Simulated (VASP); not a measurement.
Set up this calculation in VASP 6.6.1, as the native input.

- Task: single point
- Functional: LDA
- Potentials or basis: VASP PAW LDA potentials, release 64 (Si, C)
- Cutoff: 600 eV
- k mesh: 7 × 7 × 7
- Occupations: gaussian, width 0.01 eV
- Spin: no spin polarisation
- Dipole correction: no
- Further INCAR settings: ALGO = Normal; EDIFF = 1e-06; NBANDS = 11

The structure of SiC (Moissanite 3C) lies in POSCAR:

```
SiC
1.0
    0.0000000000      2.1495504440      2.1495504440
    2.1495504440      0.0000000000      2.1495504440
    2.1495504440      2.1495504440      0.0000000000
Si C
1 1
Direct
    0.0000000000      0.0000000000      0.0000000000
    0.2500000000      0.2500000000      0.2500000000
```

The input as run:

INCAR

```
PREC = Accurate ; ENCUT = 600
EDIFF = 1E-6 ; ISMEAR = 0
SIGMA = 0.01 ; LREAL = False
LASPH = True ; NELM = 120
ALGO = Normal ; ISIF = 2
LWAVE = False ; LCHARG = False
NBANDS = 11 ; GGA_COMPAT = False
```

KPOINTS

```
regular mesh
0
Gamma
  7 7 7
```

Potentials or basis: VASP PAW LDA potentials, release 64 (Si, C).

Launch:

```bash
$ cat potpaw_LDA.64/Si/POTCAR potpaw_LDA.64/C/POTCAR > POTCAR
$ mpirun -np 1 vasp_std > vasp.out
```

Results of the run:

```
Pressure               : 5.2 GPa
Band gap on the k mesh : 1.51 eV, indirect (least direct gap 4.68 eV)
```

Wall time 2.1 s on 1 thread of Intel(R) Xeon(R) Platinum 8488C (Sapphire Rapids), with other jobs on the host, peak memory 0.12 GiB.
